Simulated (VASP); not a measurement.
Set up this calculation in VASP 6.6.1, as the native input.

```yaml
Task: relaxation of cell and atoms
Functional: PBE
Potentials_or_basis: VASP PAW PBE potentials, release 64 (Hf_pv, N)
Cutoff: 600 eV
k_mesh: 14 × 14 × 14
Occupations: fermi-dirac, width 0.08 eV
Spin: no spin polarisation
Dipole_correction: no
Further_INCAR_settings: ALGO = Normal; EDIFF = 1e-06; IBRION = 2; EDIFFG = -0.005; NSW = 60; ISIF = 3
```

The structure of HfN (zincblende type) lies in POSCAR:

```
HfN
1.0
    0.0000000000      2.3940192008      2.3940192008
    2.3940192008      0.0000000000      2.3940192008
    2.3940192008      2.3940192008      0.0000000000
Hf N
1 1
Direct
    0.0000000000      0.0000000000      0.0000000000
    0.2500000000      0.2500000000      0.2500000000
```

The input as run:

INCAR

```
SYSTEM = HfN
PREC     = Accurate       ! precision mode
ENCUT    = 600            ! plane-wave cutoff, eV
EDIFF    = 1E-6           ! SCF threshold, eV
ISMEAR   = -1             ! smearing method
SIGMA    = 0.08           ! smearing width, eV
LREAL    = .False.        ! projectors in reciprocal space
LASPH    = .True.         ! aspherical terms in the spheres
NELM     = 80             ! most SCF steps
ALGO     = Normal         ! electronic algorithm
ISIF     = 3              ! what is computed and relaxed
LWAVE    = .False.        ! write WAVECAR
LCHARG   = .False.        ! write CHGCAR
GGA      = PE             ! functional
IBRION   = 2              ! ionic algorithm
NSW      = 60             ! ionic steps
EDIFFG   = -0.005         ! ionic threshold
```

KPOINTS

```
regular mesh
0
Gamma
  14 14 14
  0 0 0
```

Potentials or basis: VASP PAW PBE potentials, release 64 (Hf_pv, N).

The run is started by

```bash
$ cat potpaw_PBE.64/Hf_pv/POTCAR potpaw_PBE.64/N/POTCAR > POTCAR
$ mpirun -np 1 vasp_std > vasp.out
```

Results of the run:

```json
{
  "Relaxed volume": "14.76 Å³/atom",
  "Relaxed cell": "a = 3.469 Å, b = 3.469 Å, c = 3.469 Å, α = 60.00°, β = 60.00°, γ = 60.00°",
  "Space group after relaxing (to 0.05 Å)": "F-43m (No. 216)",
  "Energy gained by relaxing": "51.0 meV/atom",
  "Ionic steps": "16",
  "Pressure after relaxing": "0.0 GPa"
}
```

Run time: 2.3 min on 1 thread of Intel Xeon 6975P-C, on a shared host, peak memory 0.21 GiB.
